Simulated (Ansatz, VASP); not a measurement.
Ge in VASP and in Ansatz

```
CELL_PARAMETERS angstrom
7.63564 0.00000 0.00000
-3.81782 6.61266 0.00000
0.00000 0.00000 5.18864
ATOMIC_POSITIONS crystal
Ge 0.28984 0.00000 0.00000
Ge 0.00000 0.28984 0.66667
Ge 0.71016 0.71016 0.33333
Ge 0.71016 0.00000 0.50000
Ge 0.00000 0.71016 0.16667
Ge 0.28984 0.28984 0.83333
Ge 0.40823 0.81646 0.75000
Ge 0.18354 0.59177 0.41667
Ge 0.40823 0.59177 0.08333
Ge 0.59177 0.18354 0.25000
Ge 0.81646 0.40823 0.91667
Ge 0.59177 0.40823 0.58333
```

Alike in both runs: task single point; functional PBE; k mesh 3 × 3 × 4; occupations gaussian, width 0.1 eV; no spin polarisation.

|  | VASP | Ansatz |
| --- | --- | --- |
| version | VASP 6.6.1 | Ansatz 0.2.0 |
| potentials or method | VASP PAW PBE potentials, release 64 (Ge_d), cutoff 520 eV | scalar-relativistic, plane waves, PAW |
| valence electrons in the cell | 168 | 168 |

|  | VASP | Ansatz | Ansatz less VASP |
| --- | --- | --- | --- |
| gap on the k mesh at the Fermi level (eV) | 1.00 | 0.99 | -0.003 |
| least direct gap on the mesh (eV) | 1.02 | 1.02 | -0.004 |
| pressure (GPa) | 9.6 | 9.7 | +0.08 |
| traceless stress, the component that is largest in VASP (GPa) | 0.27 | 0.25 | -0.015 |
| rms of the force components (eV/Å) | 0.161 | 0.161 | -0.0006 |

Atom by atom the forces differ by 0.001 eV/Å (rms over components).
